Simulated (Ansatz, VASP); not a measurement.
**GaAs in VASP and in Ansatz**

INCAR

```
SYSTEM = GaAs
ALGO = Normal ; EDIFF = 1E-8
ENCUT = 520 ; GGA = PE
ISIF = 2 ; ISMEAR = -1
LASPH = .True. ; LCHARG = .False.
LEFG = .True. ; LREAL = .False.
LWAVE = .False. ; NBANDS = 16
NELM = 80 ; PREC = Accurate
SIGMA = 0.05
```

The input KPOINTS:

```
k-points
0
Gamma
  11 11 11
  0 0 0
```

Contents of POSCAR:

```
GaAs
1.0
    0.0000000000      2.8822925071      2.8822925071
    2.8822925071      0.0000000000      2.8822925071
    2.8822925071      2.8822925071      0.0000000000
Ga As
1 1
Direct
    0.0000000000      0.0000000000      0.0000000000
    0.7500000000      0.7500000000      0.7500000000
```

Input for Ansatz:

```yaml
crystal:
  lattice:
    - [0.0, 2.8822925071, 2.8822925071]
    - [2.8822925071, 0.0, 2.8822925071]
    - [2.8822925071, 2.8822925071, 0.0]
  atoms:
    - { symbol: Ga, position: [0.0, 0.0, 0.0] }
    - { symbol: As, position: [0.75, 0.75, 0.75] }
kpoints:
  mp_grid: { grid: [11, 11, 11] }
scf:
  occupations: { method: fermi_dirac, width: 0.05 }
hamiltonian:
  xc: pbe
  pseudopotentials: { kind: all_electron, datasets: crystal }
output:
  forces: true
  stress: true
  eigenvalues: true
  efg: { contact_densities: true }
```

Change from the starting cell: volume scaled by 1.06, crystal datasets.

Alike in both runs: task electric field gradients; functional PBE; k mesh 11 × 11 × 11; occupations fermi-dirac, width 0.05 eV; no spin polarisation.

|  | VASP | Ansatz |
| --- | --- | --- |
| version | VASP 6.6.1 | Ansatz 0.2.0 |
| potentials or method | VASP PAW PBE potentials, release 64 (Ga_d, As), cutoff 520 eV | all-electron PAW with datasets made for the crystal, scalar-relativistic |

Ansatz gave:

```
pressure (GPa) : -0.6
```

Question: Estimate VASP's values.

Answer: Pressure (GPa): -0.4.

Ansatz ran all-electron here, and VASP with PAW potentials.
